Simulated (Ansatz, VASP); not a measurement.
La2O3 in VASP and in Ansatz

Contents of INCAR:

```
  PREC = Accurate
  ENCUT = 520
  EDIFF = 1E-6
  ISMEAR = -1
  SIGMA = 0.05
  LREAL = F
  LASPH = T
  NELM = 100
  ALGO = Normal
  ISIF = 2
  LWAVE = F
  LCHARG = F
  GGA = PE
  NBANDS = 28
```

Contents of KPOINTS:

```
regular mesh
0
Gamma
  5 5 8
```

Contents of POSCAR:

```
La2O3
1.0
    6.1820836747      0.0000000000      0.0000000000
   -3.0910418374      5.3538415106      0.0000000000
    0.0000000000      0.0000000000      3.2551691007
La O
2 3
Direct
    0.6666666667      0.3333333333      0.5000000000
    0.3333333333      0.6666666667      0.5000000000
    0.5080139900      0.0000000000      0.0000000000
    0.0000000000      0.5080139900      0.0000000000
    0.4919860100      0.4919860100      0.0000000000
```

File input.yaml:

```yaml
crystal:
  lattice:
    - [6.1820836747, 0.0, 0.0]
    - [-3.0910418374, 5.3538415106, 0.0]
    - [0.0, 0.0, 3.2551691007]
  atoms:
    - { symbol: La, position: [0.6666666667, 0.3333333333, 0.5] }
    - { symbol: La, position: [0.3333333333, 0.6666666667, 0.5] }
    - { symbol: O, position: [0.50801399, 0.0, 0.0] }
    - { symbol: O, position: [0.0, 0.50801399, 0.0] }
    - { symbol: O, position: [0.49198601, 0.49198601, 0.0] }
kpoints:
  mp_grid: { grid: [5, 5, 8] }
scf:
  occupations: { method: fermi_dirac, width: 0.05 }
hamiltonian:
  xc: pbe
  pseudopotentials: { kind: all_electron, lapw: { basis_error: 0.001 } }
output:
  forces: true
  stress: true
  eigenvalues: true
```

Change from the starting cell: volume scaled by 0.96.

Alike in both runs: task single point; functional PBE; k mesh 5 × 5 × 8; occupations fermi-dirac, width 0.05 eV; no spin polarisation.

|  | VASP | Ansatz |
| --- | --- | --- |
| version | VASP 6.6.1 | Ansatz 0.2.0 |
| potentials or method | VASP PAW PBE potentials, release 64 (La, O), cutoff 520 eV | all-electron LAPW, scalar-relativistic |

|  | VASP | Ansatz | Ansatz less VASP |
| --- | --- | --- | --- |
| gap on the k mesh at the Fermi level (eV) | 1.32 | 1.31 | -0.017 |
| least direct gap on the mesh (eV) | 1.96 | 1.95 | -0.004 |
| pressure (GPa) | 6.4 | 6.6 | +0.25 |
| rms of the force components (eV/Å) | 0.011 | 0.011 | -0.0007 |

Atom by atom the forces differ by 0.001 eV/Å (rms over components). Ansatz ran all-electron here, and VASP with PAW potentials.

Neither program's run includes spin-orbit coupling.
